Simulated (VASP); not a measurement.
Ti, 2 atoms in the cell. Symmetry: P6_3/mmc, No. 194, hexagonal system. The conventional cell has a = 2.864 Å, b = 2.864 Å, c = 4.540 Å, α = 90.00°, β = 90.00°, γ = 120.00°. Within 3.7 Å of Ti (site symmetry -6m2) lie 12 Ti at 2.81 to 2.86 Å. 

```yaml
Program: VASP 6.6.1
Task: single point
Functional: LDA
Potentials_or_basis: VASP PAW LDA potentials, release 64 (Ti_sv)
Cutoff: 520 eV
k_mesh: 13 × 13 × 7
Occupations: gaussian, width 0.3 eV
Spin: no spin polarisation
Dipole_correction: no
Further_INCAR_settings: ALGO = Normal; EDIFF = 1e-06; NBANDS = 19
```

Potentials or basis: VASP PAW LDA potentials, release 64 (Ti_sv).

Run with:

```bash
$ cat potpaw_LDA.64/Ti_sv/POTCAR > POTCAR
$ mpirun -np 1 vasp_std > vasp.out
```

Hardware: 1 thread of Intel(R) Xeon(R) Platinum 8488C (Sapphire Rapids), on a shared host.

**Question.** How long does it take, and how much memory?

**Answer.** Wall time 30 s on 1 thread of Intel(R) Xeon(R) Platinum 8488C (Sapphire Rapids) (shared host), peak memory 0.16 GiB. Counts: scf iterations 13, k points 84.
